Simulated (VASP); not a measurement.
# PbO2 (P4_2/mnm) in VASP: relaxation of cell and atoms with PBE

Aim: the relaxation of cell and atoms of PbO2 with PBE.

Everything below comes from runs of VASP 6.6.1. Logs are shortened: lines on timing, memory, paths and dates and some standing lists are left out, and cuts for length are marked.

## (1) The cell of the first run

It takes space group P4_2/mnm (No. 136, tetragonal). Conventional cell: a = 5.081 Å, b = 5.081 Å, c = 3.442 Å, α = 90.00°, β = 90.00°, γ = 90.00°. Within 2.9 Å of Pb (site symmetry mmm) lie 6 O at 2.21 Å. O (site symmetry m2m) has 3 Pb at 2.21 Å and 1 O at 2.76 Å within 2.9 Å.

## (2) Relaxation of cell and atoms, PBE

The input, INCAR:

```
SYSTEM = PbO2
  ALGO = Normal
  EDIFF = 1E-7
  EDIFFG = -0.01
  ENCUT = 600
  GGA = PE
  IBRION = 2
  ISIF = 3
  ISMEAR = 0
  LASPH = .TRUE.
  LCHARG = .FALSE.
  LREAL = .FALSE.
  LWAVE = .FALSE.
  NELM = 60
  NSW = 100
  PREC = Accurate
  SIGMA = 0.1
```

The input, KPOINTS:

```
k-points
0
G
  8 8 12
  0 0 0
```

The input, POSCAR:

```
PbO2
1.0
    5.0806925004      0.0000000000      0.0000000000
    0.0000000000      5.0806925004      0.0000000000
    0.0000000000      0.0000000000      3.4423601337
Pb O
2 4
Direct
    0.0000000000      0.0000000000      0.0000000000
    0.5000000000      0.5000000000      0.5000000000
    0.3079988702      0.3079988702      0.0000000000
    0.1920011298      0.8079988702      0.5000000000
    0.6920011298      0.6920011298      0.0000000000
    0.8079988702      0.1920011298      0.5000000000
```

Potentials or basis: VASP PAW PBE potentials, release 64 (Pb_d, O).

Run with:

```bash
$ cat potpaw_PBE.64/Pb_d/POTCAR potpaw_PBE.64/O/POTCAR > POTCAR
$ mpirun -np 1 vasp_std > vasp.out
```

OUTCAR:

```text
SYSTEM = PbO2
   EDIFF = 1E-7
   EDIFFG = -0.01
   ENCUT = 600
   GGA = PE
   IBRION = 2
   ISIF = 3
   ISMEAR = 0
   LASPH = .TRUE.
   LREAL = .FALSE.
   NELM = 60
   NSW = 100
   PREC = Accurate

 ion  position               nearest neighbor table
   1  0.000  0.000  0.000-   4 2.21   6 2.21   4 2.21   6 2.21   5 2.21   3 2.21   2 3.98   2 3.98
                             2 3.98   2 3.98   2 3.98   2 3.98   2 3.98   2 3.98
   2  0.500  0.500  0.500-   3 2.21   5 2.21   3 2.21   5 2.21   4 2.21   6 2.21   1 3.98   1 3.98
                             1 3.98   1 3.98   1 3.98   1 3.98   1 3.98   1 3.98
   3  0.308  0.308  0.000-   2 2.21   2 2.21   1 2.21
   4  0.192  0.808  0.500-   1 2.21   1 2.21   2 2.21
   5  0.692  0.692  0.000-   2 2.21   2 2.21   1 2.21
   6  0.808  0.192  0.500-   1 2.21   1 2.21   2 2.21

  LATTYP: Found a simple tetragonal cell.
 ALAT       =     5.0806925004
 C/A-ratio  =     0.6775375863

  Lattice vectors:

 A1 = (   5.0806925004,   0.0000000000,   0.0000000000)
 A2 = (   0.0000000000,   5.0806925004,   0.0000000000)
 A3 = (   0.0000000000,   0.0000000000,   3.4423601337)

Analysis of symmetry for initial positions (statically):
=====================================================================
 Subroutine PRICEL returns:
 Original cell was already a primitive cell.

 Routine SETGRP: Setting up the symmetry group for a
 simple tetragonal supercell.

 Subroutine GETGRP returns: Found 16 space group operations
 (whereof  8 operations were pure point group operations)
 out of a pool of 16 trial point group operations.

The static configuration has the point symmetry D_2h.
 The point group associated with its full space group is D_4h.

Analysis of symmetry for dynamics (positions and initial velocities):
=====================================================================
 Subroutine PRICEL returns:
 Original cell was already a primitive cell.

 Routine SETGRP: Setting up the symmetry group for a
 simple tetragonal supercell.

 Subroutine GETGRP returns: Found 16 space group operations
 (whereof  8 operations were pure point group operations)
 out of a pool of 16 trial point group operations.

The dynamic configuration has the point symmetry D_2h.
 The point group associated with its full space group is D_4h.

 Subroutine INISYM returns: Found 16 space group operations
 (whereof  8 operations are pure point group operations),
 and found     1 'primitive' translations

----------------------------------------------------------------------------------------

                                     Primitive cell

  volume of cell :      88.8591

  direct lattice vectors                    reciprocal lattice vectors
     5.080692500  0.000000000  0.000000000     0.196823563  0.000000000  0.000000000
     0.000000000  5.080692500  0.000000000     0.000000000  0.196823563  0.000000000
     0.000000000  0.000000000  3.442360134     0.000000000  0.000000000  0.290498368

  length of vectors
     5.080692500  5.080692500  3.442360134     0.196823563  0.196823563  0.290498368

  position of ions in fractional coordinates (direct lattice)
     0.000000000  0.000000000  0.000000000
     0.500000000  0.500000000  0.500000000
     0.307998870  0.307998870  0.000000000
     0.192001130  0.807998870  0.500000000
     0.692001130  0.692001130  0.000000000
     0.807998870  0.192001130  0.500000000

  ion indices of the primitive-cell ions
   primitive index   ion index
                 1           1
                 2           2
                 3           3
                 4           4
                 5           5
                 6           6

----------------------------------------------------------------------------------------

 KPOINTS: k-points

Automatic generation of k-mesh.
 Grid dimensions read from file:
 generate k-points for:    8    8   12

 Generating k-lattice:

  Cartesian coordinates                     Fractional coordinates (reciprocal lattice)
     0.024602945  0.000000000  0.000000000     0.125000000  0.000000000  0.000000000
     0.000000000  0.024602945  0.000000000     0.000000000  0.125000000  0.000000000
     0.000000000  0.000000000  0.024208197     0.000000000  0.000000000  0.083333333

  Length of vectors
     0.024602945  0.024602945  0.024208197

  Shift w.r.t. Gamma in fractional coordinates (k-lattice)
     0.000000000  0.000000000  0.000000000

 Subroutine IBZKPT returns following result:
 ===========================================

 Found    105 irreducible k-points:

 Following reciprocal coordinates:
            Coordinates               Weight
  0.000000  0.000000  0.000000      1.000000
  0.125000  0.000000  0.000000      4.000000
  0.250000  0.000000  0.000000      4.000000
  0.375000  0.000000  0.000000      4.000000
  0.500000  0.000000  0.000000      2.000000
  0.125000  0.125000  0.000000      4.000000
[... 16 lines left out ...]
  0.375000  0.125000  0.083333     16.000000
  0.500000  0.125000  0.083333      8.000000
 [... further k-points ...]
   k-points           NKPTS =    105   k-points in BZ     NKDIM =    105   number of bands    NBANDS=     31
   number of dos      NEDOS =    301   number of ions     NIONS =      6
   total plane-waves  NPLWV =  49392
   dimension x,y,z NGX =    42 NGY =   42 NGZ =   28
   dimension x,y,z NGXF=    84 NGYF=   84 NGZF=   56
   ions per type =               2   4
   NGX,Y,Z   is equivalent  to a cutoff of  13.74, 13.74, 13.52 a.u.
   NGXF,Y,Z  is equivalent  to a cutoff of  27.49, 27.49, 27.04 a.u.
 SYSTEM =  PbO2
   PREC   = accura    normal or accurate (medium, high low for compatibility)
   ISTART =      0    job   : 0-new  1-cont  2-samecut
   ICHARG =      2    charge: 1-file 2-atom 10-const
   ISPIN  =      1    spin polarized calculation?
   LNONCOLLINEAR =      F non collinear calculations
   LSORBIT =      F    spin-orbit coupling
   LASPH  =      T    aspherical Exc in radial PAW
   ENCUT  =  600.0 eV  44.10 Ry    6.64 a.u.  10.15 10.15  6.88*2*pi/ulx,y,z
   NELM   =     60;   NELMIN=  2; NELMDL= -5     # of ELM steps
   EDIFF  = 0.1E-06   stopping-criterion for ELM
   LREAL  =      F    real-space projection
   EDIFFG = -.1E-01   stopping-criterion for IOM
   NSW    =    100    number of steps for IOM
   IBRION =      2    ionic relax: 0-MD 1-quasi-New 2-CG
   NFREE  =      1    steps in history (QN), initial steepest desc. (CG)
   ISIF   =      3    stress and relaxation
   ISYM   =      2    0-nonsym 1-usesym 2-fastsym
   POTIM  = 0.5000    time-step for ionic-motion
   TEBEG  =    0.0;   TEEND  =   0.0 temperature during run
   PSTRESS=    0.0 pullay stress
   NELECT =      52.0000    total number of electrons
   NUPDOWN=      -1.0000    fix difference up-down
   EMIN   =  10.00;   EMAX   =-10.00  energy-range for DOS
   EFERMI =   0.00;   METHOD = LEGACY
   ISMEAR =     0;   SIGMA  =   0.10  broadening in eV -4-tet -1-fermi 0-gaus
   EFERMI_NEDOS =   21; number of points for ismear=-14 and -15
   IALGO  =     38    algorithm
   IMIX   =      4    mixing-type and parameters
     AMIX     =   0.40;   BMIX     =  1.00
     AMIX_MAG =   1.60;   BMIX_MAG =  1.00
  volume/ion in A,a.u.               =      14.81        99.94
  Fermi-wavevector in a.u.,A,eV,Ry     =   1.369331  2.587661 25.511856  1.875069
  Thomas-Fermi vector in A             =   2.495216
   LORBIT       =      0    0 simple, 1 ext, 2 COOP (PROOUT), +10 PAW based schemes
   GGA     = PE    functional components
   LHFCALC =     F    Hartree Fock is set to
   AEXX    =    0.0000 exact exchange contribution
   IVDW    =     0    specifies the selected vdW correction
   LEPSILON=     F    determine dielectric tensor
   LRPA    =     F    only Hartree local field effects (RPA)
 conjugate gradient relaxation of ions
 non-spin polarized calculation
 Gauss-broadening in eV      SIGMA  =   0.10
  energy-cutoff  :      600.00
  volume of cell :       88.86
 maximum number of plane-waves:      2998
 NGX is ok and might be reduce to    42
   NGX = 21   NGY = 21   NGZ = 13

--------------------------------------- Ionic step        1  -------------------------------------------

 number of electron      51.9999979 magnetization

 Free energy of the ion-electron system (eV)
  ---------------------------------------------------
  ext. energy  EPLUGINS =         0.00000000
  ---------------------------------------------------
  free energy    TOTEN  =       -31.87747881 eV

  energy without entropy =      -31.87413203  energy(sigma->0) =      -31.87580542

------------------------ aborting loop because EDIFF is reached ----------------------------------------

  FORCE on cell =-STRESS in cart. coord.  units (eV):
  Direction    XX          YY          ZZ          XY          YZ          ZX
  --------------------------------------------------------------------------------------
  -------------------------------------------------------------------------------------
  Total        0.0732359      0.0732359      0.2101998      0.0000000      0.0000000      0.0000000
  in kB        1.3204828      1.3204828      3.7900135      0.0000000      0.0000000      0.0000000
  external PRESSURE =       2.1436597 kB  Pullay stress =       0.0000000 kB

 VOLUME and BASIS-vectors are now :
 -----------------------------------------------------------------------------
  energy-cutoff  :      600.00
  volume of cell :       88.86
      direct lattice vectors                 reciprocal lattice vectors
     5.080692500  0.000000000  0.000000000     0.196823563  0.000000000  0.000000000
     0.000000000  5.080692500  0.000000000     0.000000000  0.196823563  0.000000000
     0.000000000  0.000000000  3.442360134     0.000000000  0.000000000  0.290498368
[... 41 lines left out ...]
 POSITION                                       TOTAL-FORCE (eV/Angst)
 -----------------------------------------------------------------------------------
      0.00000      0.00000      3.44818         0.000000     -0.000000     -0.000000
      2.54184      2.54184      1.72409         0.000000     -0.000000     -0.000000
      1.56518      1.56518      3.44818         0.001084      0.001084      0.000000
      0.97666      4.10702      1.72409        -0.001084      0.001084      0.000000
      3.51850      3.51850      0.00000        -0.001084     -0.001084     -0.000000
      4.10702      0.97666      1.72409         0.001084     -0.001084     -0.000000
 -----------------------------------------------------------------------------------
    total drift:                               -0.000000     -0.000000     -0.000000

  FREE ENERGIE OF THE ION-ELECTRON SYSTEM (eV)
  ---------------------------------------------------
  free  energy   TOTEN  =       -31.8775857588 eV

  energy  without entropy=      -31.8741868861  energy(sigma->0) =      -31.87588632

--------------------------------------- Ionic step        3  -------------------------------------------

 number of electron      51.9999979 magnetization

 Free energy of the ion-electron system (eV)
  ---------------------------------------------------
  ext. energy  EPLUGINS =         0.00000000
  ---------------------------------------------------
  free energy    TOTEN  =       -31.87763602 eV

  energy without entropy =      -31.87425457  energy(sigma->0) =      -31.87594530

 E-fermi :   3.7259     XC(G=0): -10.3646

 val. band max:        3.7047824006   @ k =   0.1250   0.1250   0.0000
 cond. band min:       3.7475478236   @ k =   0.1250   0.0000   0.0833
 fundamental gap:      0.0427654231
 Fermi energy:         3.7258715660

 k-point     1 :       0.0000    0.0000    0.0000
  band No.  band energies     occupation
      1     -14.2564      2.00000
      2     -14.2183      2.00000
      3     -12.6665      2.00000
      4     -12.6665      2.00000
      5     -11.7833      2.00000
      6     -11.6348      2.00000
[... 805 lines left out ...]
     30      10.2850      0.00000
     31      12.9062      0.00000

 [... further k-points ...]

------------------------ aborting loop because EDIFF is reached ----------------------------------------

  FORCE on cell =-STRESS in cart. coord.  units (eV):
  Direction    XX          YY          ZZ          XY          YZ          ZX
  --------------------------------------------------------------------------------------
  -------------------------------------------------------------------------------------
  Total       -0.0399471     -0.0399471      0.0174742      0.0000000      0.0000000      0.0000000
  in kB       -0.7189566     -0.7189566      0.3144950      0.0000000      0.0000000      0.0000000
  external PRESSURE =      -0.3744727 kB  Pullay stress =       0.0000000 kB

 VOLUME and BASIS-vectors are now :
 -----------------------------------------------------------------------------
  energy-cutoff  :      600.00
  volume of cell :       89.02
      direct lattice vectors                 reciprocal lattice vectors
     5.082594056 -0.000000000  0.000000000     0.196749925  0.000000000  0.000000000
     0.000000000  5.082594056  0.000000000     0.000000000  0.196749925  0.000000000
     0.000000000  0.000000000  3.446057993     0.000000000  0.000000000  0.290186643

 POSITION                                       TOTAL-FORCE (eV/Angst)
 -----------------------------------------------------------------------------------
      0.00000      0.00000      0.00000         0.000000      0.000000     -0.000000
      2.54130      2.54130      1.72303         0.000000      0.000000     -0.000000
      1.56506      1.56506      0.00000        -0.003784     -0.003784      0.000000
      0.97624      4.10636      1.72303         0.003784     -0.003784      0.000000
      3.51753      3.51753      0.00000         0.003784      0.003784     -0.000000
      4.10636      0.97624      1.72303        -0.003784      0.003784     -0.000000
 -----------------------------------------------------------------------------------
    total drift:                               -0.000000     -0.000000     -0.000000

  FREE ENERGIE OF THE ION-ELECTRON SYSTEM (eV)
  ---------------------------------------------------
  free  energy   TOTEN  =       -31.8776360235 eV

  energy  without entropy=      -31.8742545666  energy(sigma->0) =      -31.87594530

 reached required accuracy - stopping structural energy minimisation
```

Wall time 5.8 min (1 thread of Intel Xeon 6975P-C (Granite Rapids), shared host); peak memory 0.42 GiB.

Results:

| Item | Value |
| --- | --- |
| Free energy | -31.8776 eV |
| Relaxed volume | 14.84 Å³/atom |
| Relaxed cell | a = 5.083 Å, b = 5.083 Å, c = 3.446 Å, α = 90.00°, β = 90.00°, γ = 90.00° |
| Space group after relaxing (to 0.1 Å) | P4_2/mnm (No. 136) |
| Energy gained by relaxing | 0.0 meV/atom |
| Ionic steps | 3 |
| Pressure after relaxing | 0.0 GPa |
| Largest force after relaxing | 0.005 eV/Å |
| Band gap on the k mesh | zero (filled and empty bands touch) |

Forces in eV/Å, atoms in the order of the input:
```
Pb   0.000  0.000  0.000
Pb   0.000  0.000  0.000
O   -0.004 -0.004  0.000
O    0.004 -0.004  0.000
O    0.004  0.004  0.000
O   -0.004  0.004  0.000
```

The path:
```
step  energy change (eV)  largest force (eV/Å)  pressure (GPa)  volume (Å³)
   1              0.0000                0.0172            0.21        88.86
   2             -0.0001                0.0015           -0.17        89.11
   3             -0.0002                0.0054           -0.04        89.02
```

Final structure:
```
Pb O
1.0
     5.08259    0.00000    0.00000
     0.00000    5.08259    0.00000
     0.00000    0.00000    3.44606
Pb O
2 4
Direct
  0.00000 0.00000 0.00000
  0.50000 0.50000 0.50000
  0.30793 0.30793 0.00000
  0.19207 0.80793 0.50000
  0.69207 0.69207 0.00000
  0.80793 0.19207 0.50000
```

Levels at points of the mesh, in eV from the Fermi level:
| k point | band 24 | band 25 | band 26 | band 27 | band 28 | band 29 |
| --- | --- | --- | --- | --- | --- | --- |
| (0.00, 0.00, 0.00) | -0.64 | -0.56 | -0.56 | 0.08 | 3.85 | 5.73 |
| (0.50, 0.00, 0.00) | -0.67 | -0.37 | -0.37 | 2.05 | 2.05 | 6.32 |
| (0.50, 0.50, 0.00) | -0.69 | -0.46 | -0.46 | 2.45 | 2.45 | 6.51 |
| (0.00, 0.00, 0.50) | -1.02 | -0.74 | -0.74 | 3.36 | 3.36 | 8.58 |
| (0.50, 0.00, 0.50) | -0.71 | -0.28 | -0.28 | 3.64 | 3.64 | 6.99 |
| (0.50, 0.50, 0.50) | -0.63 | -0.49 | -0.49 | 2.51 | 2.51 | 8.10 |

Caveat: semilocal functionals underestimate gaps, and a narrow one can read as zero; spin-orbit coupling is left out, which moves the levels of the heavy elements.

The gap in the log of VASP goes by the Fermi energy; the results here count the filled bands.